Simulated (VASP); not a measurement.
Set up this calculation in VASP 6.6.1, as the native input.

```
Task                   : single point
Functional             : LDA
Potentials or basis    : VASP PAW LDA potentials, release 64 (Co)
Cutoff                 : 600 eV
k mesh                 : 18 × 18 × 10
Occupations            : fermi-dirac, width 0.1 eV
Spin                   : collinear spin, ferromagnetic start
Starting moments       : [1.7, 1.7] μB
Dipole correction      : no
Further INCAR settings : ALGO = Normal; EDIFF = 1e-06; NBANDS = 20
```

The structure of Co lies in POSCAR:

```
Co
1.0
    2.4281594355      0.0000000000      0.0000000000
   -1.2140797177      2.1028477556      0.0000000000
    0.0000000000      0.0000000000      3.9183680118
Co
2
Direct
    0.3333333333      0.6666666667      0.2500000000
    0.6666666667      0.3333333333      0.7500000000
```

One way to write it, as run:

INCAR

```
SYSTEM = Co
ALGO = Normal
EDIFF = 1E-6
ENCUT = 600
GGA = CA
GGA_COMPAT = .FALSE.
ISIF = 2
ISMEAR = -1
ISPIN = 2
LASPH = .TRUE.
LCHARG = .FALSE.
LMAXMIX = 4
LORBIT = 11
LREAL = .FALSE.
LWAVE = .FALSE.
MAGMOM = 1.7 1.7
NBANDS = 20
NELM = 200
PREC = Accurate
SIGMA = 0.1
```

KPOINTS

```
k-points
0
G
  18 18 10
  0 0 0
```

Potentials or basis: VASP PAW LDA potentials, release 64 (Co).

Command:

```console
$ cat potpaw_LDA.64/Co/POTCAR > POTCAR
$ mpirun -np 1 vasp_std > vasp.out
```

Results of the run:

```
Pressure                                              : -1.7 GPa
Net moment                                            : 2.87 μB per cell
Site moments                                          : Co +1.43 μB
Valence electrons inside the program's atomic spheres : Co 8.45
```

It took 72 s on 1 thread of Intel(R) Xeon(R) 6975P-C (Granite Rapids), on a shared host, peak memory 0.25 GiB.
